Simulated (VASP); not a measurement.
Here is a VASP 6.6.1 calculation.

The input POSCAR:

```
GaAs
1.0
    0.0000000000      2.9464084993      2.7338352897
    2.9464084993      0.0000000000      2.7338352897
    2.9464084993      2.9464084993      0.0000000000
Ga As
1 1
Direct
    0.0000000000      0.0000000000      0.0000000000
    0.2500000000      0.2500000000      0.2500000000
```

The input INCAR.step1:

```
SYSTEM = GaAs
ALGO     = Normal         ! electronic algorithm
EDIFF    = 1E-5           ! SCF threshold, eV
ENCUT    = 520            ! plane-wave cutoff, eV
GGA      = PE             ! functional
ISIF     = 2              ! what is computed and relaxed
ISMEAR   = -1             ! smearing method
KPAR     = 4            
LASPH    = .TRUE.         ! aspherical terms in the spheres
LREAL    = .FALSE.        ! projectors in reciprocal space
LWAVE    = .TRUE.         ! write WAVECAR
NBANDS   = 16             ! bands
NELM     = 80             ! most SCF steps
PREC     = Accurate       ! precision mode
SIGMA    = 0.02           ! smearing width, eV
```

INCAR.step2

```
SYSTEM = GaAs
ALGO     = Normal         ! electronic algorithm
EDIFF    = 1E-6           ! SCF threshold, eV
ENCUT    = 520            ! plane-wave cutoff, eV
GGA      = PE             ! functional
HFSCREEN = 0.2079         ! screening, 1/A
ISIF     = 2              ! what is computed and relaxed
ISMEAR   = -1             ! smearing method
ISTART   = 1            
KPAR     = 4            
LASPH    = .TRUE.         ! aspherical terms in the spheres
LCHARG   = .TRUE.         ! write CHGCAR
LHFCALC  = .TRUE.         ! exact exchange
LREAL    = .FALSE.        ! projectors in reciprocal space
LVHAR    = .TRUE.       
LWAVE    = .FALSE.        ! write WAVECAR
NBANDS   = 16             ! bands
NELM     = 80             ! most SCF steps
PREC     = Accurate       ! precision mode
PRECFOCK = Normal       
SIGMA    = 0.02           ! smearing width, eV
```

Contents of KPOINTS:

```
k-points
0
G
  6 6 6
  0 0 0
```

Potentials or basis: VASP PAW PBE potentials, release 64 (Ga_d, As).

Run with:

```bash
$ cat potpaw_PBE.64/Ga_d/POTCAR potpaw_PBE.64/As/POTCAR > POTCAR
$ cp INCAR.step1 INCAR
$ mpirun -np 4 vasp_std > vasp.out
$ cp INCAR.step2 INCAR
$ mpirun -np 4 vasp_std > vasp.out
```

(1) What does it give for the band gap on the k mesh?

(2) Estimate the pressure.

Results:

(1) 0.69 eV.

(2) -2.5 GPa.

Caveat: the cell differs from its parent crystal (epitaxial xy strain +4.0%); the PAW data sets were made with another functional, which shifts forces and pressure a little.
